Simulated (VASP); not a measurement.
The system is Al2O3.

```
Al O
1.0
     2.34808    1.35566    4.27332
    -2.34808    1.35566    4.27332
     0.00000   -2.71133    4.27332
Al O
4 6
Direct
  0.85216 0.85216 0.85216
  0.64784 0.64784 0.64784
  0.14784 0.14784 0.14784
  0.35216 0.35216 0.35216
  0.05668 0.75000 0.44332
  0.75000 0.44332 0.05668
  0.44332 0.05668 0.75000
  0.94332 0.25000 0.55668
  0.25000 0.55668 0.94332
  0.55668 0.94332 0.25000
```

Base run:

- Program: VASP 6.6.1
- Functional: b88 exchange, pbe correlation
- Potentials or basis: VASP PAW PBE potentials, release 64 (Al, O)
- Cutoff: 600 eV
- k mesh: 7 × 7 × 7
- Occupations: fermi-dirac, width 0.05 eV
- Spin: no spin polarisation

Its results: band gap on the k mesh 6.78 eV; pressure 18.2 GPa; largest force 0.054 eV/Å.

**Question.** The run is repeated on the same cell with these changes: functional from b88 exchange, pbe correlation to BLYP; cutoff from 600 eV to 520 eV; dispersion from none to D3(BJ). What comes out?

**Answer.** Band gap on the k mesh 7.01 eV; pressure 13.2 GPa; largest force 0.068 eV/Å.

Several settings changed at once.

Caveats: the cell stands under pressure; the PAW data sets were made with another functional, which shifts forces and pressure a little.

A k mesh can miss the band edges.
